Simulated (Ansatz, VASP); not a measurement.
Two plane-wave programs on Ca

```xyz
1
Lattice="0.0000 2.6679 2.6679 2.6679 0.0000 2.6679 2.6679 2.6679 0.0000" Properties=species:S:1:pos:R:3 pbc="T T T"
Ca    0.0000    0.0000    0.0000
```

Alike in both runs: functional LDA; k mesh 18 × 18 × 18; occupations gaussian, width 0.1 eV; no spin polarisation.

Ansatz relaxed the structure, and its values are those at the end. VASP's run is a single point on that final structure, the one shown.

```csv
,VASP,Ansatz
version,VASP 6.6.1,Ansatz 0.2.0
potentials or method,"VASP PAW LDA potentials, release 64 (Ca_sv), cutoff 520 eV","scalar-relativistic, plane waves, PAW"
valence electrons in the cell,10,10
```

|  | VASP | Ansatz | Ansatz less VASP |
| --- | --- | --- | --- |
| gap on the k mesh at the Fermi level (eV) | none | none | - |
| pressure (GPa) | 0.0 | 0.0 | -0.02 |

Ansatz warns that its potentials were made for another functional, while VASP's fit it. LDA's correlation is that of Perdew and Zunger in VASP and of Perdew and Wang (1992) in Ansatz. A gap of «none» marks a metal or a gap that the smearing closes.
